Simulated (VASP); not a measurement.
# I (P6_3/mmc) in VASP: notebook

The runs below take I through relaxation of cell and atoms, single point, with PBEsol.

All numbers are computed with VASP 6.6.1; they aren't measurements. Logs are shortened: lines on timing, memory, paths and dates and some standing lists are left out, and cuts for length are marked.

## Step 1: The cell of the first run

Symmetry: P6_3/mmc, No. 194, hexagonal system. The conventional cell has a = 3.590 Å, b = 3.590 Å, c = 5.862 Å, α = 90.00°, β = 90.00°, γ = 120.00°. Within 4.7 Å of I (site symmetry -6m2) lie 12 I at 3.59 Å.

## Step 2: Relaxation of cell and atoms, PBEsol, target pressure 60 GPa, at which the enthalpy is minimised

Input file INCAR:

```
PREC = Accurate
ENCUT = 600
EDIFF = 1E-6
ISMEAR = -1
SIGMA = 0.02
LREAL = False
LASPH = True
NELM = 80
ALGO = Normal
ISIF = 3
LWAVE = False
LCHARG = False
GGA = PS
IBRION = 2
NSW = 80
EDIFFG = -0.03
PSTRESS = 600.0
```

Input file KPOINTS:

```
regular mesh
0
Gamma
  7 7 4
```

Input file POSCAR:

```
I
1.0
    3.5900000000      0.0000000000      0.0000000000
   -1.7950000000      3.1090311996      0.0000000000
    0.0000000000      0.0000000000      5.8624700000
I
2
Direct
    0.3333333333      0.6666666667      0.2500000000
    0.6666666667      0.3333333333      0.7500000000
```

Potentials or basis: VASP PAW PBE potentials, release 64 (I).

On the command line:

```sh
$ cat potpaw_PBE.64/I/POTCAR > POTCAR
$ mpirun -np 1 vasp_std > vasp.out
```

OUTCAR:

```text
PREC = Accurate
   ENCUT = 600
   EDIFF = 1E-6
   ISMEAR = -1
   LREAL = False
   LASPH = True
   NELM = 80
   ISIF = 3
   GGA = PS
   IBRION = 2
   NSW = 80
   EDIFFG = -0.03
   PSTRESS = 600.0

 ion  position               nearest neighbor table
   1  0.333  0.667  0.250-
   2  0.667  0.333  0.750-

  LATTYP: Found a hexagonal cell.
 ALAT       =     3.5900000000
 C/A-ratio  =     1.6330000000

  Lattice vectors:

 A1 = (   3.5900000000,   0.0000000000,   0.0000000000)
 A2 = (  -1.7950000000,   3.1090311996,   0.0000000000)
 A3 = (   0.0000000000,   0.0000000000,   5.8624700000)

Analysis of symmetry for initial positions (statically):
=====================================================================
 Subroutine PRICEL returns:
 Original cell was already a primitive cell.

 Routine SETGRP: Setting up the symmetry group for a
 hexagonal supercell.

 Subroutine GETGRP returns: Found 24 space group operations
 (whereof 12 operations were pure point group operations)
 out of a pool of 24 trial point group operations.

The static configuration has the point symmetry D_3d.
 The point group associated with its full space group is D_6h.

Analysis of symmetry for dynamics (positions and initial velocities):
=====================================================================
 Subroutine PRICEL returns:
 Original cell was already a primitive cell.

 Routine SETGRP: Setting up the symmetry group for a
 hexagonal supercell.

 Subroutine GETGRP returns: Found 24 space group operations
 (whereof 12 operations were pure point group operations)
 out of a pool of 24 trial point group operations.

The dynamic configuration has the point symmetry D_3d.
 The point group associated with its full space group is D_6h.

 Subroutine INISYM returns: Found 24 space group operations
 (whereof 12 operations are pure point group operations),
 and found     1 'primitive' translations

----------------------------------------------------------------------------------------

                                     Primitive cell

  volume of cell :      65.4335

  direct lattice vectors                    reciprocal lattice vectors
     3.590000000  0.000000000  0.000000000     0.278551532  0.160821802  0.000000000
    -1.795000000  3.109031200  0.000000000     0.000000000  0.321643604  0.000000000
     0.000000000  0.000000000  5.862470000     0.000000000  0.000000000  0.170576566

  length of vectors
     3.590000000  3.590000000  5.862470000     0.321643604  0.321643604  0.170576566

  position of ions in fractional coordinates (direct lattice)
     0.333333333  0.666666667  0.250000000
     0.666666667  0.333333333  0.750000000

  ion indices of the primitive-cell ions
   primitive index   ion index
                 1           1
                 2           2

----------------------------------------------------------------------------------------

 KPOINTS: regular mesh

Automatic generation of k-mesh.
 Grid dimensions read from file:
 generate k-points for:    7    7    4

 Generating k-lattice:

  Cartesian coordinates                     Fractional coordinates (reciprocal lattice)
     0.039793076  0.022974543  0.000000000     0.142857143  0.000000000  0.000000000
     0.000000000  0.045949086  0.000000000     0.000000000  0.142857143  0.000000000
     0.000000000  0.000000000  0.042644141     0.000000000  0.000000000  0.250000000

  Length of vectors
     0.045949086  0.045949086  0.042644141

  Shift w.r.t. Gamma in fractional coordinates (k-lattice)
     0.000000000  0.000000000  0.000000000

 Subroutine IBZKPT returns following result:
 ===========================================

 Found     24 irreducible k-points:

 Following reciprocal coordinates:
            Coordinates               Weight
  0.000000  0.000000  0.000000      1.000000
  0.142857 -0.000000  0.000000      6.000000
  0.285714 -0.000000  0.000000      6.000000
  0.428571 -0.000000  0.000000      6.000000
  0.142857  0.142857  0.000000      6.000000
  0.285714  0.142857  0.000000     12.000000
[... 16 lines left out ...]
  0.428571  0.142857  0.500000      6.000000
  0.285714  0.285714  0.500000      6.000000
   k-points           NKPTS =     24   k-points in BZ     NKDIM =     24   number of bands    NBANDS=     11
   number of dos      NEDOS =    301   number of ions     NIONS =      2
   total plane-waves  NPLWV =  43200
   dimension x,y,z NGX =    30 NGY =   30 NGZ =   48
   dimension x,y,z NGXF=    60 NGYF=   60 NGZF=   96
   ions per type =               2
   NGX,Y,Z   is equivalent  to a cutoff of  13.89, 13.89, 13.61 a.u.
   NGXF,Y,Z  is equivalent  to a cutoff of  27.78, 27.78, 27.22 a.u.
 SYSTEM =  unknown system
   PREC   = accura    normal or accurate (medium, high low for compatibility)
   ISTART =      0    job   : 0-new  1-cont  2-samecut
   ICHARG =      2    charge: 1-file 2-atom 10-const
   ISPIN  =      1    spin polarized calculation?
   LNONCOLLINEAR =      F non collinear calculations
   LSORBIT =      F    spin-orbit coupling
   LASPH  =      T    aspherical Exc in radial PAW
   ENCUT  =  600.0 eV  44.10 Ry    6.64 a.u.   7.17  7.17 11.71*2*pi/ulx,y,z
   NELM   =     80;   NELMIN=  2; NELMDL= -5     # of ELM steps
   EDIFF  = 0.1E-05   stopping-criterion for ELM
   LREAL  =      F    real-space projection
   EDIFFG = -.3E-01   stopping-criterion for IOM
   NSW    =     80    number of steps for IOM
   IBRION =      2    ionic relax: 0-MD 1-quasi-New 2-CG
   NFREE  =      1    steps in history (QN), initial steepest desc. (CG)
   ISIF   =      3    stress and relaxation
   ISYM   =      2    0-nonsym 1-usesym 2-fastsym
   POTIM  = 0.5000    time-step for ionic-motion
   TEBEG  =    0.0;   TEEND  =   0.0 temperature during run
   PSTRESS=  600.0 pullay stress
   NELECT =      14.0000    total number of electrons
   NUPDOWN=      -1.0000    fix difference up-down
   EMIN   =  10.00;   EMAX   =-10.00  energy-range for DOS
   EFERMI =   0.00;   METHOD = LEGACY
   ISMEAR =    -1;   SIGMA  =   0.02  broadening in eV -4-tet -1-fermi 0-gaus
   EFERMI_NEDOS =   21; number of points for ismear=-14 and -15
   IALGO  =     38    algorithm
   IMIX   =      4    mixing-type and parameters
     AMIX     =   0.40;   BMIX     =  1.00
     AMIX_MAG =   1.60;   BMIX_MAG =  1.00
[... 8 lines left out ...]
   LEPSILON=     F    determine dielectric tensor
   LRPA    =     F    only Hartree local field effects (RPA)
 conjugate gradient relaxation of ions
 non-spin polarized calculation
  energy-cutoff  :      600.00
  volume of cell :       65.43
 maximum number of plane-waves:      2204
 NGX is ok and might be reduce to    30
   NGX = 15   NGY = 15   NGZ = 23

--------------------------------------- Ionic step        1  -------------------------------------------

 number of electron      14.0000000 magnetization

 Free energy of the ion-electron system (eV)
  ---------------------------------------------------
  ext. energy  EPLUGINS =         0.00000000
  ---------------------------------------------------
  free energy    TOTEN  =        -2.69040966 eV

  energy without entropy =       -2.68718199  energy(sigma->0) =       -2.68879582

------------------------ aborting loop because EDIFF is reached ----------------------------------------

  FORCE on cell =-STRESS in cart. coord.  units (eV):
  Direction    XX          YY          ZZ          XY          YZ          ZX
  --------------------------------------------------------------------------------------
  -------------------------------------------------------------------------------------
  Total       -0.3552143     -0.3552143     -0.0027046      0.0000000     -0.0000000      0.0000000
  in kB       -8.6976293     -8.6976293     -0.0662244      0.0000000     -0.0000000      0.0000000
  external PRESSURE =    -605.8204943 kB  Pullay stress =     600.0000000 kB
[... 23 lines left out ...]
  enthalpy is  TOTEN    =        21.8138073668 eV   P V=       24.5042170223

--------------------------------------- Ionic step        2  -------------------------------------------

 number of electron      14.0000000 magnetization

 E-fermi : 123.2098     XC(G=0): -24.9947

 val. band max:      123.2025165804   @ k =   0.2857   0.2857   0.5000
 cond. band min:     123.2781337406   @ k =   0.1429   0.1429   0.2500
 fundamental gap:      0.0756171602
 Fermi energy:       123.2098218681

 k-point     1 :       0.0000    0.0000    0.0000
  band No.  band energies     occupation
      1      81.3128      2.00000
      2      86.1059      2.00000
      3      90.9799      2.00000
      4     102.7734      2.00000
      5     112.0729      2.00000
      6     112.0729      2.00000
      7     123.5221      0.00000
      8     124.1294      0.00000
      9     124.1315      0.00000
     10     124.3167      0.00000
     11     125.7045      0.00000
[... 355 lines left out ...]
  enthalpy is  TOTEN    =       671.4843753915 eV   P V=        1.6058760052

--------------------------------------- Ionic step        3  -------------------------------------------

 number of electron      14.0000000 magnetization

 E-fermi :   5.8236     XC(G=0):  -9.7821

 val. band max:        5.7893898990   @ k =   0.2857   0.2857   0.5000
 cond. band min:       5.8499443212   @ k =   0.1429  -0.0000   0.0000
 fundamental gap:      0.0605544222
 Fermi energy:         5.8235702594

 k-point     1 :       0.0000    0.0000    0.0000
  band No.  band energies     occupation
      1      -8.3750      2.00000
      2      -6.5278      2.00000
      3       0.4331      2.00000
      4       6.1778      0.00000
      5       6.1778      0.00000
      6       7.0608      0.00000
      7       7.0608      0.00000
      8       7.1147      0.00000
      9      13.4632      0.00000
     10      15.0676      0.00000
     11      15.1985      0.00000
[... 349 lines left out ...]
  FREE ENERGIE OF THE ION-ELECTRON SYSTEM (eV)
  ---------------------------------------------------
  free  energy   TOTEN  =        -2.6886280030 eV

  energy  without entropy=       -2.6856885596  energy(sigma->0) =       -2.68715828

  enthalpy is  TOTEN    =        20.7821768291 eV   P V=       23.4708048321

 E-fermi :   6.7725     XC(G=0): -10.0791

 val. band max:        6.7276013391   @ k =   0.2857   0.2857   0.5000
 cond. band min:       6.8102417181   @ k =   0.1429  -0.0000   0.2500
 fundamental gap:      0.0826403789
 Fermi energy:         6.7724500886

 k-point     1 :       0.0000    0.0000    0.0000
  band No.  band energies     occupation
      1      -7.9488      2.00000
      2      -5.8269      2.00000
      3       0.8373      2.00000
      4       7.1714      0.00000
      5       7.1714      0.00000
      6       8.1619      0.00000
      7       8.1619      0.00000
      8       8.2230      0.00000
      9      13.1240      0.00000
     10      14.8329      0.00000
     11      15.9612      0.00000
[... 309 lines left out ...]
 k-point    24 :       0.2857    0.2857    0.5000
  band No.  band energies     occupation
      1      -5.2844      2.00000
      2      -5.2844      2.00000
      3       1.8701      2.00000
      4       1.8701      2.00000
      5       3.3422      2.00000
      6       3.3422      2.00000
      7       6.7276      1.80799
      8       6.7276      1.80799
      9      13.4272      0.00000
     10      13.4272      0.00000
     11      14.8923      0.00000

[... ionic steps 4 to 13 ...]

--------------------------------------- Ionic step       14  -------------------------------------------

 number of electron      14.0000000 magnetization

------------------------ aborting loop because EDIFF is reached ----------------------------------------

  FORCE on cell =-STRESS in cart. coord.  units (eV):
  Direction    XX          YY          ZZ          XY          YZ          ZX
  --------------------------------------------------------------------------------------
  -------------------------------------------------------------------------------------
  Total       14.4379779     14.4379779     13.9159221      0.0000000     -0.0000000      0.0000000
  in kB      592.5379871    592.5379871    571.1126957      0.0000000     -0.0000000      0.0000000
  external PRESSURE =     -14.6037767 kB  Pullay stress =     600.0000000 kB
[... 61 lines left out ...]
  enthalpy is  TOTEN    =        14.7378261826 eV   P V=       14.5780820616

--------------------------------------- Ionic step       16  -------------------------------------------

 number of electron      14.0000001 magnetization

 Free energy of the ion-electron system (eV)
  ---------------------------------------------------
  ext. energy  EPLUGINS =         0.00000000
  ---------------------------------------------------
  free energy    TOTEN  =         0.19893374 eV

  energy without entropy =        0.20072080  energy(sigma->0) =        0.19982727

 E-fermi :  14.2282     XC(G=0): -12.0476

 val. band max:       14.2220371789   @ k =   0.1429   0.1429   0.2500
 cond. band min:      14.3453996626   @ k =   0.2857   0.1429   0.2500
 fundamental gap:      0.1233624836
 Fermi energy:        14.2282403948

 k-point     1 :       0.0000    0.0000    0.0000
  band No.  band energies     occupation
      1      -5.0083      2.00000
      2      -0.8705      2.00000
      3       3.9773      2.00000
      4      15.6228      0.00000
      5      15.6228      0.00000
      6      16.7810      0.00000
      7      17.4359      0.00000
      8      17.4359      0.00000
      9      21.4461      0.00000
     10      22.3171      0.00000
     11      23.7572      0.00000
[... 349 lines left out ...]
  FREE ENERGIE OF THE ION-ELECTRON SYSTEM (eV)
  ---------------------------------------------------
  free  energy   TOTEN  =         0.1989337378 eV

  energy  without entropy=        0.2007208010  energy(sigma->0) =        0.19982727

  enthalpy is  TOTEN    =        14.7373570525 eV   P V=       14.5384233147

 reached required accuracy - stopping structural energy minimisation
```

Wall time 4.5 min (1 thread of Intel Xeon 8259CL, shared host); peak memory 0.33 GiB.

What came out:

* Free energy: 0.1989 eV
* Relaxed volume: 19.41 Å³/atom
* Relaxed cell: a = 2.984 Å, b = 2.984 Å, c = 5.035 Å, α = 90.00°, β = 90.00°, γ = 120.00°
* Space group after relaxing (to 0.1 Å): P6_3/mmc (No. 194)
* Energy change on relaxing (the run minimises the enthalpy): +1444.7 meV/atom
* Ionic steps: 16
* Pressure after relaxing: 60.0 GPa
* Band gap on the k mesh: zero (bands 7 and 8 overlap by 6.09 eV)

The path:
| step | energy change (eV) | largest force (eV/Å) | pressure (GPa) | volume (Å³) |
| --- | --- | --- | --- | --- |
| 1 | 0.0000 | 0.0000 | -0.58 | 65.43 |
| 2 | 672.5689 | 0.0000 | 23048.65 | 4.29 |
| 3 | 0.0018 | 0.0000 | 0.86 | 62.67 |
| 4 | 0.0560 | 0.0000 | 3.75 | 58.73 |
| 5 | 5.8950 | 0.0000 | 114.64 | 33.15 |
| 6 | 2.1467 | 0.0000 | 46.39 | 41.11 |
| 7 | 2.7906 | 0.0000 | 58.14 | 39.13 |
| 8 | 2.9533 | 0.0000 | 60.96 | 38.69 |
| 9 | 2.7427 | 0.0000 | 57.42 | 39.24 |
| 10 | 2.8035 | 0.0000 | 58.51 | 39.08 |
| 11 | 2.7847 | 0.0000 | 58.18 | 39.13 |
| 12 | 2.7300 | 0.0000 | 57.10 | 39.26 |
| 13 | 2.8119 | 0.0000 | 58.55 | 39.03 |
| 14 | 2.8098 | 0.0000 | 58.54 | 39.04 |
| 15 | 2.8502 | 0.0000 | 59.26 | 38.93 |
| 16 | 2.8893 | 0.0000 | 59.99 | 38.82 |

Final structure:
```xyz
2
Lattice="2.9839 0.0000 0.0000 -1.4920 2.5842 0.0000 0.0000 0.0000 5.0346" Properties=species:S:1:pos:R:3 pbc="T T T"
I     0.0000    1.7228    1.2586
I     1.4920    0.8614    3.7759
```

Caveat: the cell is relaxed towards a set pressure, so the run minimises the enthalpy, not the energy; the volume moved by over 15 % at a fixed basis, so the end points are rough; the PAW data sets were made with another functional, which shifts forces and pressure a little; spin-orbit coupling is left out, which moves the levels of the heavy elements.

## Step 3: Single point, PBEsol

This run uses another cell than the first one, of 19.40 Å³/atom.

Input file INCAR:

```
PREC = Accurate
ENCUT = 520
EDIFF = 1E-6
ISMEAR = -1
SIGMA = 0.02
LREAL = F
LASPH = T
NELM = 100
ALGO = Normal
ISIF = 2
LWAVE = F
LCHARG = F
GGA = PS
NBANDS = 14
```

KPOINTS is that of step 2.

Input file POSCAR:

```
I
1.0
    2.9837203175      0.0000000000      0.0000000000
   -1.4918601587      2.5839775927      0.0000000000
    0.0000000000      0.0000000000      5.0331564129
I
2
Direct
    0.3333333333      0.6666666667      0.2500000000
    0.6666666667      0.3333333333      0.7500000000
```

Potentials or basis: VASP PAW PBE potentials, release 64 (I).

On the command line:

```sh
$ cat potpaw_PBE.64/I/POTCAR > POTCAR
$ mpirun -np 1 vasp_std > vasp.out
```

It took 8.6 s on 1 thread of Intel Xeon Platinum 8259CL at 2.50GHz (Skylake/Cascade Lake), shared host; peak memory 0.15 GiB.

Results (log left out):

```
Free energy            : 0.2061 eV
Pressure               : 60.1 GPa
Band gap on the k mesh : zero (bands 7 and 8 overlap by 6.09 eV)
```

Levels at points of the mesh, in eV from the Fermi level:
| k point | band 4 | band 5 | band 6 | band 7 | band 8 | band 9 | band 10 | band 11 |
| --- | --- | --- | --- | --- | --- | --- | --- | --- |
| (0.00, 0.00, 0.00) | 1.39 | 1.39 | 2.56 | 3.21 | 3.21 | 7.22 | 8.09 | 9.53 |
| (0.00, 0.00, 0.50) | -4.64 | 2.27 | 2.27 | 2.27 | 2.27 | 8.21 | 8.21 | 9.21 |

Caveat: the cell stands under pressure; the PAW data sets were made with another functional, which shifts forces and pressure a little; spin-orbit coupling is left out, which moves the levels of the heavy elements.

## Step 4: Single point, PBEsol

This run uses another cell than the first one, of 21.18 Å³/atom.

Input file INCAR:

```
ALGO     = Normal         # electronic algorithm
EDIFF    = 1E-6           # SCF threshold, eV
ENCUT    = 520            # plane-wave cutoff, eV
GGA      = PS             # functional
ISIF     = 2              # what is computed and relaxed
ISMEAR   = -1             # smearing method
LASPH    = T              # aspherical terms in the spheres
LCHARG   = F              # write CHGCAR
LREAL    = F              # projectors in reciprocal space
LWAVE    = F              # write WAVECAR
NBANDS   = 14             # bands
NELM     = 100            # most SCF steps
PREC     = Accurate       # precision mode
SIGMA    = 0.02           # smearing width, eV
```

Input file KPOINTS:

```
k-points
0
Gamma
  7 7 4
```

Input file POSCAR:

```
I
1.0
    3.0741857224      0.0000000000      0.0000000000
   -1.5370928612      2.6623229316      0.0000000000
    0.0000000000      0.0000000000      5.1764406743
I
2
Direct
    0.3333333333      0.6666666667      0.2500000000
    0.6666666667      0.3333333333      0.7500000000
```

On the command line:

```sh
$ cat potpaw_PBE.64/I/POTCAR > POTCAR
$ mpirun -np 1 vasp_std > vasp.out
```

Run time: 9.2 s. Hardware: 1 thread of Intel Xeon Platinum 8259CL at 2.50GHz (Skylake/Cascade Lake), shared host; peak memory 0.15 GiB.

It converged, with:

| Quantity | Value |
| --- | --- |
| Free energy | -0.8922 eV |
| Pressure | 40.0 GPa |
| Band gap on the k mesh | zero (bands 7 and 8 overlap by 5.26 eV) |

Levels at points of the mesh, in eV from the Fermi level:
```
           k point  band 5  band 6  band 7  band 8  band 9  band 10
(0.00, 0.00, 0.00)    1.13    2.17    2.71    2.71    7.00     8.28
(0.00, 0.00, 0.50)    1.89    1.89    1.89    1.89    8.03     8.03
```

Caveat: the cell stands under pressure; the PAW data sets were made with another functional, which shifts forces and pressure a little; spin-orbit coupling is left out, which moves the levels of the heavy elements.

## Step 5: Overview

| task | cell | cutoff (eV) | gap on the mesh (eV) | pressure (GPa) |
| --- | --- | --- | --- | --- |
| relaxation of cell and atoms | relaxed to 60 GPa from a = 3.590, b = 3.590, c = 5.862 Å, angles 90.0, 90.0, 120.0°, 2 atoms | 600 | none | 60.0 |
| single point | a = 2.984, b = 2.984, c = 5.033 Å, angles 90.0, 90.0, 120.0°, 2 atoms | 520 | none | 60.1 |
| single point | a = 3.074, b = 3.074, c = 5.176 Å, angles 90.0, 90.0, 120.0°, 2 atoms | 520 | none | 40.0 |

Alike in all rows: level PBEsol; potentials or basis VASP PAW PBE potentials, release 64 (I); no spin polarisation; k mesh 7 × 7 × 4; smearing fermi-dirac 0.02 eV.

Caveats: the PAW data sets were made with another functional, which shifts forces and pressure a little; spin-orbit coupling is left out, which moves the levels of the heavy elements; the cell stands under pressure (at least some runs); the cell is relaxed towards a set pressure, so the run minimises the enthalpy, not the energy (at least some runs); the volume moved by over 15 % at a fixed basis, so the end points are rough (at least some runs).

Total energies depend on the potentials used, so only differences within one code and one set of settings carry meaning.
